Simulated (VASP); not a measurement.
SiGeTe2S2: relaxation of cell and atoms with PBE

Crystal: SiGeTe2S2.

```
Si Ge Te S
1.0
     5.00279    0.00000    0.00000
     0.00000    5.00279    0.00000
     0.00000    0.00000    8.67344
Si Ge Te S
1 1 2 2
Direct
  0.50000 0.50000 0.50000
  0.00000 0.00000 0.50000
  0.00000 0.00000 0.84647
  0.00000 0.00000 0.15353
  0.00000 0.50000 0.50000
  0.50000 0.00000 0.50000
```

The cell was generated, and may not be a known phase.

| Quantity | Value |
| --- | --- |
| Program | VASP 6.6.1 |
| Task | relaxation of cell and atoms |
| Functional | PBE |
| Potentials or basis | VASP PAW PBE potentials, release 64 (Si, Ge_d, Te, S) |
| Cutoff | 600 eV |
| k mesh | 8 × 8 × 6 |
| Occupations | gaussian, width 0.1 eV |
| Spin | no spin polarisation |
| Dipole correction | no |
| Further INCAR settings | ALGO = Normal; EDIFF = 1e-07; IBRION = 2; EDIFFG = -0.01; NSW = 100; ISIF = 3 |

```
Relaxed volume                        : 35.47 Å³/atom
Relaxed cell                          : a = 4.958 Å, b = 4.958 Å, c = 8.658 Å, α = 90.00°, β = 90.00°, γ = 90.00°
Space group after relaxing (to 0.1 Å) : P4/mmm (No. 123)
Energy gained by relaxing             : 1.5 meV/atom
Ionic steps                           : 9
Pressure after relaxing               : 0.0 GPa
Band gap on the k mesh                : zero (bands 21 and 22 overlap by 0.34 eV)
```

Step by step:
```csv
step,energy change (eV),largest force (eV/Å),pressure (GPa),volume (Å³)
1,0.0000,0.1692,-0.32,217.08
2,-0.0076,0.0049,-0.20,214.80
3,-0.0081,0.0565,-0.16,214.08
4,-0.0087,0.0349,0.05,212.55
5,-0.0088,0.0130,0.01,212.91
6,-0.0088,0.0104,0.00,212.96
7,-0.0088,0.0108,-0.01,212.95
8,-0.0089,0.0123,-0.01,212.95
9,-0.0089,0.0011,-0.01,212.84
```

Final structure:
```
CELL_PARAMETERS angstrom
4.95820 0.00000 0.00000
0.00000 4.95820 0.00000
0.00000 0.00000 8.65760
ATOMIC_POSITIONS crystal
Si 0.50000 0.50000 0.50000
Ge 0.00000 0.00000 0.50000
Te 0.00000 0.00000 0.84499
Te 0.00000 0.00000 0.15501
S 0.00000 0.50000 0.50000
S 0.50000 0.00000 0.50000
```

Levels at points of the mesh, in eV from the Fermi level:
| k point | band 17 | band 18 | band 19 | band 20 | band 21 | band 22 | band 23 | band 24 | band 25 |
| --- | --- | --- | --- | --- | --- | --- | --- | --- | --- |
| (0.00, 0.00, 0.00) | -2.34 | -1.87 | -1.41 | -1.41 | -0.01 | -0.01 | 0.11 | 2.40 | 3.63 |
| (0.50, 0.00, 0.00) | -2.27 | -1.33 | -0.66 | -0.55 | -0.02 | 0.03 | 0.11 | 1.20 | 2.94 |
| (0.50, 0.50, 0.00) | -2.14 | -2.01 | -1.13 | -0.30 | 0.09 | 0.09 | 1.48 | 1.48 | 1.49 |
| (0.00, 0.00, 0.50) | -2.34 | -1.88 | -1.55 | -1.55 | 0.25 | 0.25 | 1.73 | 2.55 | 3.58 |
| (0.50, 0.00, 0.50) | -1.68 | -1.45 | -0.87 | -0.83 | -0.48 | 0.33 | 1.19 | 2.33 | 2.77 |
| (0.50, 0.50, 0.50) | -1.50 | -1.50 | -0.55 | -0.55 | -0.31 | 0.72 | 1.48 | 1.48 | 1.57 |

Run time: 48 min on 1 thread of AMD EPYC 7R13 (shared host), peak memory 0.64 GiB.

Caveat: semilocal functionals underestimate gaps, and a narrow one can read as zero; spin-orbit coupling is left out, which moves the levels of the heavy elements.
